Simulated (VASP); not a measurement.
# Mg8O9 (a cell with a defect) in VASP: single point with PBE

Aim: the single point of Mg8O9 (a cell with a defect) with PBE.

Program: VASP 6.6.1. These are calculated values, not measurements. Logs are shortened: lines on timing, memory, paths and dates and some standing lists are left out, and cuts for length are marked.

## (1) The cell of the first run

The cell holds a defect, 17 atoms: a = 5.514 Å, b = 5.514 Å, c = 5.514 Å, α = 60.00°, β = 60.00°, γ = 60.00°.

## (2) Single point, PBE, collinear spin

Contents of INCAR:

```
PREC = Accurate ; ENCUT = 520
EDIFF = 1E-7 ; ISMEAR = -1
SIGMA = 0.05 ; LREAL = Auto
LASPH = True ; NELM = 150
ALGO = Normal ; ISIF = 2
LWAVE = False ; LCHARG = False
ISPIN = 2 ; MAGMOM = 0 0 0 0 0 0 0 0 0 0 0 0 0 0 0 0 1
LORBIT = 11 ; GGA = PE
NBANDS = 53
```

Contents of KPOINTS:

```
regular mesh
0
Gamma
  2 2 2
```

Contents of POSCAR:

```
Mg8O9
1.0
    0.0000000000      3.8990000000      3.8990000000
    3.8990000000      0.0000000000      3.8990000000
    3.8990000000      3.8990000000      0.0000000000
Mg O
8 9
Direct
    0.0182304709     -0.0246525075      0.0384749978
   -0.0188268860      0.0044857155      0.5328209894
   -0.0120273232      0.4976817768      0.0260087867
    0.0182197560      0.5101123095      0.5037021866
    0.4676081171     -0.0246411944      0.0384651753
    0.4978233865     -0.0121666495      0.5161497929
    0.5047300428      0.4809469287      0.0092504045
    0.4676119389      0.5101274114      0.5036955578
    0.2429252292      0.2427349311      0.2710462341
    0.2429187853      0.2427301958      0.7710766482
    0.2429537016      0.7426900701      0.2710616664
    0.2429248043      0.7427122109      0.7711017718
    0.7429154926      0.2427226628      0.2710477228
    0.7429662477      0.3645930924      0.6491134405
    0.7428802553      0.7427517375      0.2711214438
    0.7428873435      0.7427054692      0.7710903937
    0.7429841375      0.1207637398     -0.1070464123
```

Potentials or basis: VASP PAW PBE potentials, release 64 (Mg, O).

Run with:

```
$ cat potpaw_PBE.64/Mg/POTCAR potpaw_PBE.64/O/POTCAR > POTCAR
$ mpirun -np 1 vasp_std > vasp.out
```

OUTCAR:

```text
PREC = Accurate
   ENCUT = 520
   EDIFF = 1E-7
   ISMEAR = -1
   LREAL = Auto
   LASPH = True
   NELM = 150
   ISIF = 2
   ISPIN = 2
   LORBIT = 11
   GGA = PE

 ion  position               nearest neighbor table
   1  0.018  0.975  0.038-  17 1.72  11 1.78  10 1.93  13 1.96  12 1.96  15 1.99   5 2.48   4 2.57
                            14 2.63   2 2.71   7 2.71   3 2.76   6 2.76   6 2.77   3 2.77   7 2.82
   2  0.981  0.004  0.533-   9 1.95  12 1.95  13 1.95  16 1.95  14 1.98  17 1.98  11 2.04   1 2.71
                             5 2.71   8 2.71   4 2.71   3 2.76   3 2.76   6 2.76   6 2.76   4 2.82
   3  0.988  0.498  0.026-  15 1.91  12 1.95   9 1.95  16 1.95  13 1.95  10 1.99   5 2.76   8 2.76
                             1 2.76   4 2.76   2 2.76   2 2.76   7 2.76   7 2.76   4 2.77   1 2.77
   4  0.018  0.510  0.504-  14 1.72  11 1.78  10 1.93  16 1.96   9 1.96  15 1.99   8 2.48   1 2.57
                            17 2.63   2 2.71   7 2.71   3 2.76   6 2.76   6 2.77   3 2.77   7 2.82
   5  0.468  0.975  0.038-  17 1.72  11 1.78  10 1.93   9 1.96  16 1.96  15 1.99   1 2.48   8 2.57
                            14 2.63   2 2.71   7 2.71   3 2.76   6 2.76   6 2.77   3 2.77   7 2.82
   6  0.498  0.988  0.516-  15 1.91  13 1.95   9 1.95  16 1.95  12 1.95  10 1.99   5 2.76   8 2.76
                             1 2.76   4 2.76   7 2.76   7 2.76   2 2.76   2 2.76   4 2.77   8 2.77
   7  0.505  0.481  0.009-  16 1.95  12 1.95  13 1.95   9 1.95  14 1.98  17 1.98  11 2.04   1 2.71
                             5 2.71   8 2.71   4 2.71   6 2.76   6 2.76   3 2.76   3 2.76   4 2.82
   8  0.468  0.510  0.504-  14 1.72  11 1.78  10 1.93  12 1.96  13 1.96  15 1.99   4 2.48   5 2.57
                            17 2.63   2 2.71   7 2.71   3 2.76   6 2.76   6 2.77   3 2.77   7 2.82
   9  0.243  0.243  0.271-   3 1.95   6 1.95   2 1.95   7 1.95   5 1.96   4 1.96
  10  0.243  0.243  0.771-   1 1.93   4 1.93   5 1.93   8 1.93   6 1.99   3 1.99
  11  0.243  0.743  0.271-   8 1.78   1 1.78   4 1.78   5 1.78   7 2.04   2 2.04
  12  0.243  0.743  0.771-   3 1.95   6 1.95   7 1.95   2 1.95   8 1.96   1 1.96
  13  0.743  0.243  0.271-   6 1.95   3 1.95   7 1.95   2 1.95   1 1.96   8 1.96
  14  0.743  0.365  0.649-  17 1.34   8 1.72   4 1.72   2 1.98   7 1.98   5 2.63   1 2.63
  15  0.743  0.743  0.271-   6 1.91   3 1.91   8 1.99   4 1.99   5 1.99   1 1.99
  16  0.743  0.743  0.771-   6 1.95   3 1.95   7 1.95   2 1.95   4 1.96   5 1.96
  17  0.743  0.121  0.893-  14 1.34   1 1.72   5 1.72   2 1.98   7 1.98   4 2.63   8 2.63

  LATTYP: Found a face centered cubic cell.
 ALAT       =     7.7980000000

  Lattice vectors:

 A1 = (   0.0000000000,   3.8990000000,   3.8990000000)
 A2 = (   3.8990000000,   0.0000000000,   3.8990000000)
 A3 = (   3.8990000000,   3.8990000000,   0.0000000000)

Analysis of symmetry for initial positions (statically):
=====================================================================
 Subroutine PRICEL returns:
 Original cell was already a primitive cell.

 Routine SETGRP: Setting up the symmetry group for a
 face centered cubic supercell.

 Subroutine GETGRP returns: Found  1 space group operations
 (whereof  1 operations were pure point group operations)
 out of a pool of 48 trial point group operations.

The static configuration has the point symmetry C_1 .

Analysis of symmetry for dynamics (positions and initial velocities):
=====================================================================
 Subroutine PRICEL returns:
 Original cell was already a primitive cell.

 Routine SETGRP: Setting up the symmetry group for a
 face centered cubic supercell.

 Subroutine GETGRP returns: Found  1 space group operations
 (whereof  1 operations were pure point group operations)
 out of a pool of 48 trial point group operations.

The dynamic configuration has the point symmetry C_1 .

Analysis of structural, dynamic, and magnetic symmetry:
=====================================================================
 Subroutine PRICEL returns:
 Original cell was already a primitive cell.

 Routine SETGRP: Setting up the symmetry group for a
 face centered cubic supercell.

 Subroutine GETGRP returns: Found  1 space group operations
 (whereof  1 operations were pure point group operations)
 out of a pool of 48 trial point group operations.

The overall configuration has the point symmetry C_1 .

 Subroutine INISYM returns: Found  1 space group operations
 (whereof  1 operations are pure point group operations),
 and found     1 'primitive' translations

----------------------------------------------------------------------------------------

                                     Primitive cell

  volume of cell :     118.5468

  direct lattice vectors                    reciprocal lattice vectors
     0.000000000  3.899000000  3.899000000    -0.128238010  0.128238010  0.128238010
     3.899000000  0.000000000  3.899000000     0.128238010 -0.128238010  0.128238010
     3.899000000  3.899000000  0.000000000     0.128238010  0.128238010 -0.128238010

  length of vectors
     5.514018680  5.514018680  5.514018680     0.222114748  0.222114748  0.222114748

  position of ions in fractional coordinates (direct lattice)
     0.018230471  0.975347492  0.038474998
     0.981173114  0.004485716  0.532820989
     0.987972677  0.497681777  0.026008787
[... 64 lines left out ...]
  0.500000  0.000000  0.000000      1.000000
  0.000000  0.500000  0.000000      1.000000
  0.000000  0.000000  0.500000      1.000000
  0.500000  0.500000  0.500000      1.000000
  0.500000  0.500000  0.000000      1.000000
  0.000000  0.500000  0.500000      1.000000
  0.500000  0.000000  0.500000      1.000000
   k-points           NKPTS =      8   k-points in BZ     NKDIM =      8   number of bands    NBANDS=     53
   number of dos      NEDOS =    301   number of ions     NIONS =     17
   total plane-waves  NPLWV =  74088
   dimension x,y,z NGX =    42 NGY =   42 NGZ =   42
   dimension x,y,z NGXF=    84 NGYF=   84 NGZF=   84
   ions per type =               8   9
   NGX,Y,Z   is equivalent  to a cutoff of  12.66, 12.66, 12.66 a.u.
   NGXF,Y,Z  is equivalent  to a cutoff of  25.33, 25.33, 25.33 a.u.
 SYSTEM =  unknown system
   PREC   = accura    normal or accurate (medium, high low for compatibility)
   ISTART =      0    job   : 0-new  1-cont  2-samecut
   ICHARG =      2    charge: 1-file 2-atom 10-const
   ISPIN  =      2    spin polarized calculation?
   LNONCOLLINEAR =      F non collinear calculations
   LSORBIT =      F    spin-orbit coupling
   LASPH  =      T    aspherical Exc in radial PAW
   ENCUT  =  520.0 eV  38.22 Ry    6.18 a.u.  10.25 10.25 10.25*2*pi/ulx,y,z
   NELM   =    150;   NELMIN=  2; NELMDL= -5     # of ELM steps
   EDIFF  = 0.1E-06   stopping-criterion for ELM
   LREAL  =      T    real-space projection
   EDIFFG = 0.1E-05   stopping-criterion for IOM
   NSW    =      0    number of steps for IOM
   IBRION =     -1    ionic relax: 0-MD 1-quasi-New 2-CG
   NFREE  =      0    steps in history (QN), initial steepest desc. (CG)
   ISIF   =      2    stress and relaxation
   ISYM   =      2    0-nonsym 1-usesym 2-fastsym
   POTIM  = 0.5000    time-step for ionic-motion
   TEBEG  =    0.0;   TEEND  =   0.0 temperature during run
   PSTRESS=    0.0 pullay stress
   NELECT =      70.0000    total number of electrons
   NUPDOWN=      -1.0000    fix difference up-down
   EMIN   =  10.00;   EMAX   =-10.00  energy-range for DOS
   EFERMI =   0.00;   METHOD = LEGACY
   ISMEAR =    -1;   SIGMA  =   0.05  broadening in eV -4-tet -1-fermi 0-gaus
   EFERMI_NEDOS =   21; number of points for ismear=-14 and -15
   IALGO  =     38    algorithm
   IMIX   =      4    mixing-type and parameters
     AMIX     =   0.40;   BMIX     =  1.00
     AMIX_MAG =   1.60;   BMIX_MAG =  1.00
  volume/ion in A,a.u.               =       6.97        47.06
  Fermi-wavevector in a.u.,A,eV,Ry     =   1.373444  2.595433 25.665327  1.886348
  Thomas-Fermi vector in A             =   2.498960
   LORBIT       =     11    0 simple, 1 ext, 2 COOP (PROOUT), +10 PAW based schemes
   GGA     = PE    functional components
   LHFCALC =     F    Hartree Fock is set to
   AEXX    =    0.0000 exact exchange contribution
   IVDW    =     0    specifies the selected vdW correction
   LEPSILON=     F    determine dielectric tensor
   LRPA    =     F    only Hartree local field effects (RPA)
 spin polarized calculation
  energy-cutoff  :      520.00
  volume of cell :      118.55
 maximum number of plane-waves:      3250
 NGX is ok and might be reduce to    42
   NGX = 21   NGY = 21   NGZ = 21

 number of electron      69.9999992 magnetization       0.0000104

 number of electron      69.9999992 magnetization      -0.0000000

 Free energy of the ion-electron system (eV)
  ---------------------------------------------------
  ext. energy  EPLUGINS =         0.00000000
  ---------------------------------------------------
  free energy    TOTEN  =       -86.21258477 eV

  energy without entropy =      -86.21258477  energy(sigma->0) =      -86.21258477

 E-fermi :   8.3218     XC(G=0): -12.5095

 val. band max:        7.1184922975   @ k =   0.0000   0.5000   0.5000
 cond. band min:      12.9925415832   @ k =   0.0000   0.0000   0.0000
 fundamental gap:      5.8740492857
 Fermi energy:         8.3218297661

 spin component 1

 k-point     1 :       0.0000    0.0000    0.0000
  band No.  band energies     occupation
      1     -17.5206      1.00000
      2     -12.9144      1.00000
      3     -11.6270      1.00000
      4     -11.0202      1.00000
      5     -10.8067      1.00000
      6     -10.7933      1.00000
[... 389 lines left out ...]
     46      18.4600      0.00000
     47      18.4774      0.00000
 Fermi energy:         8.3218297661

 spin component 2

 k-point     1 :       0.0000    0.0000    0.0000
  band No.  band energies     occupation
      1     -17.5206      1.00000
      2     -12.9144      1.00000
      3     -11.6270      1.00000
      4     -11.0202      1.00000
      5     -10.8067      1.00000
      6     -10.7933      1.00000
[... 389 lines left out ...]
     46      18.4600      0.00000
     47      18.4774      0.00000
 [bands above 47 left out]

------------------------ aborting loop because EDIFF is reached ----------------------------------------

  FORCE on cell =-STRESS in cart. coord.  units (eV):
  Direction    XX          YY          ZZ          XY          YZ          ZX
  --------------------------------------------------------------------------------------
  -------------------------------------------------------------------------------------
  Total       57.8033624     82.2102296     82.2044624      0.0146308     -1.1864462     -0.0091053
  in kB      781.2211330   1111.0836125   1111.0056676      0.1977380    -16.0349982     -0.1230592
  external PRESSURE =    1001.1034710 kB  Pullay stress =       0.0000000 kB

 VOLUME and BASIS-vectors are now :
 -----------------------------------------------------------------------------
  energy-cutoff  :      520.00
  volume of cell :      118.55
      direct lattice vectors                 reciprocal lattice vectors
     0.000000000  3.899000000  3.899000000    -0.128238010  0.128238010  0.128238010
     3.899000000  0.000000000  3.899000000     0.128238010 -0.128238010  0.128238010
     3.899000000  3.899000000  0.000000000     0.128238010  0.128238010 -0.128238010

 POSITION                                       TOTAL-FORCE (eV/Angst)
 -----------------------------------------------------------------------------------
      3.95289      0.22109      3.87396         0.000762      0.002773     -0.000667
      2.09496      5.90306      3.84308         0.027876      0.001481     -0.003936
      2.04187      3.95351      5.79257         0.009800      0.000929     -0.002198
      3.95286      2.03497      2.05997        -0.001269     -0.002956      0.003923
      3.95290      1.97318      5.62613         0.000775      0.000930     -0.000804
      5.86403      3.95348      5.79258        -0.011381      0.001840     -0.002248
[... 9 lines left out ...]
      5.90229      5.90300      5.79233        -0.000267     -0.000073      0.005496
      3.95248      6.37852      3.36775         0.001311      0.202695     -0.205223
 -----------------------------------------------------------------------------------
    total drift:                               -0.006523     -0.002682     -0.004069

  FREE ENERGIE OF THE ION-ELECTRON SYSTEM (eV)
  ---------------------------------------------------
  free  energy   TOTEN  =       -86.2125847729 eV

  energy  without entropy=      -86.2125847729  energy(sigma->0) =      -86.21258477

 total charge

# of ion       s       p       d       tot
------------------------------------------
    1        0.221   0.336   0.188   0.745
    2        0.181   0.263   0.144   0.589
    3        0.190   0.272   0.142   0.604
    4        0.221   0.336   0.188   0.745
    5        0.221   0.336   0.188   0.745
    6        0.190   0.273   0.142   0.604
[... 9 lines left out ...]
   16        1.551   3.716   0.000   5.268
   17        1.613   3.710   0.000   5.322
--------------------------------------------------
tot         15.730  35.945   1.324  52.999

 magnetization (x)

# of ion       s       p       d       tot
------------------------------------------
    1        0.000   0.000   0.000   0.000
    2       -0.000  -0.000   0.000   0.000
    3        0.000   0.000   0.000   0.000
    4       -0.000  -0.000  -0.000  -0.000
    5        0.000   0.000   0.000   0.000
    6        0.000   0.000   0.000   0.000
[... 9 lines left out ...]
   16       -0.000  -0.000   0.000  -0.000
   17       -0.000  -0.000   0.000  -0.000
--------------------------------------------------
tot          0.000  -0.000   0.000   0.000
```

Run time: 3.6 min. Hardware: 1 thread of Intel Xeon Platinum 8375C at 2.90GHz (Ice Lake), shared host; peak memory 0.35 GiB.

What came out:

```yaml
Free_energy: -86.2126 eV
Pressure: 100.1 GPa
Largest_force: 0.288 eV/Å
Band_gap_on_the_k_mesh: 5.87 eV
Net_moment: 0.00 μB per cell
Valence_electrons_inside_the_program's_atomic_spheres: Mg 0.74, 0.59, 0.60; O 5.27, 5.38, 5.32, 5.28
```

Forces in eV/Å, atoms in the order of the input:
```
Mg   0.001  0.003 -0.001
Mg   0.028  0.001 -0.004
Mg   0.010  0.001 -0.002
Mg  -0.001 -0.003  0.004
Mg   0.001  0.001 -0.001
Mg  -0.011  0.002 -0.002
Mg  -0.024  0.003 -0.005
Mg  -0.001 -0.002  0.001
O    0.000  0.000  0.001
O    0.000 -0.001  0.001
O    0.001 -0.002  0.001
O   -0.002 -0.003  0.001
O    0.002  0.001  0.002
O    0.001 -0.202  0.202
O   -0.004 -0.002  0.002
O    0.000  0.000  0.005
O    0.001  0.203 -0.205
```

Levels at points of the mesh, in eV from the valence-band top:
Spin up:
```csv
k point,band 33,band 34,band 35,band 36,band 37,band 38
"(0.00, 0.00, 0.00)",-1.53,-1.51,-1.42,5.87,7.27,7.38
"(0.50, 0.00, 0.00)",-1.87,-1.76,-0.29,7.56,7.69,8.37
"(0.00, 0.50, 0.00)",-1.23,-0.89,-0.73,6.15,7.86,7.89
"(0.00, 0.00, 0.50)",-1.23,-0.89,-0.73,6.15,7.86,7.89
"(0.50, 0.50, 0.50)",-1.87,-1.76,-0.29,7.56,7.69,8.37
"(0.50, 0.50, 0.00)",-1.27,-0.75,-0.73,6.18,9.18,9.27
"(0.00, 0.50, 0.50)",-2.20,-0.68,0.00,7.55,9.18,9.25
"(0.50, 0.00, 0.50)",-1.27,-0.75,-0.73,6.18,9.18,9.27
```
Spin down:
```csv
k point,band 33,band 34,band 35,band 36,band 37,band 38
"(0.00, 0.00, 0.00)",-1.53,-1.51,-1.42,5.87,7.27,7.38
"(0.50, 0.00, 0.00)",-1.87,-1.76,-0.29,7.56,7.69,8.37
"(0.00, 0.50, 0.00)",-1.23,-0.89,-0.73,6.15,7.86,7.89
"(0.00, 0.00, 0.50)",-1.23,-0.89,-0.73,6.15,7.86,7.89
"(0.50, 0.50, 0.50)",-1.87,-1.76,-0.29,7.56,7.69,8.37
"(0.50, 0.50, 0.00)",-1.27,-0.75,-0.73,6.18,9.18,9.27
"(0.00, 0.50, 0.50)",-2.20,-0.68,0.00,7.55,9.18,9.25
"(0.50, 0.00, 0.50)",-1.27,-0.75,-0.73,6.18,9.18,9.27
```

Caveat: the k points lie up to 0.70 Å⁻¹ apart.
